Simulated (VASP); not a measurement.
Here is a VASP 6.6.1 calculation.

The input INCAR:

```
  PREC = Accurate
  ENCUT = 520
  EDIFF = 1E-6
  ISMEAR = -1
  SIGMA = 0.1
  LREAL = F
  LASPH = T
  NELM = 100
  ALGO = Normal
  ISIF = 2
  LWAVE = F
  LCHARG = T
  GGA = B5
  ALDAX = 1.0
  AGGAX = 1.0
  AGGAC = 1.0
  ALDAC = 0.0
  LELF = T
  LVHAR = T
  NBANDS = 28
```

The input KPOINTS:

```
regular mesh
0
Gamma
  7 7 10
```

The input POSCAR:

```
Pb
1.0
    5.8925520172      0.0000000000      0.0000000000
   -2.9462760086      5.1030997400      0.0000000000
    0.0000000000      0.0000000000      3.5054696199
Pb
3
Direct
    0.0000000000      1.0000000000      0.0000000000
    0.3333333333      0.6666666667      0.5000000000
    0.6666666667      0.3333333333      0.5000000000
```

Potentials or basis: VASP PAW PBE potentials, release 64 (Pb_d).

Command:

```bash
$ cat potpaw_PBE.64/Pb_d/POTCAR > POTCAR
$ mpirun -np 1 vasp_std > vasp.out
```

Task: What does it give for the band gap on the k mesh?

Result: Zero (bands 21 and 22 overlap by 3.15 eV).

Task: What does it give for the pressure?

Result: 0.0 GPa.

Stress tensor (GPa, compression positive):
```
 0.27  0.00  0.00
 0.00  0.27  0.00
 0.00  0.00 -0.41
```

Caveat: the PAW data sets were made with another functional, which shifts forces and pressure a little; spin-orbit coupling is left out, which moves the levels of the heavy elements.
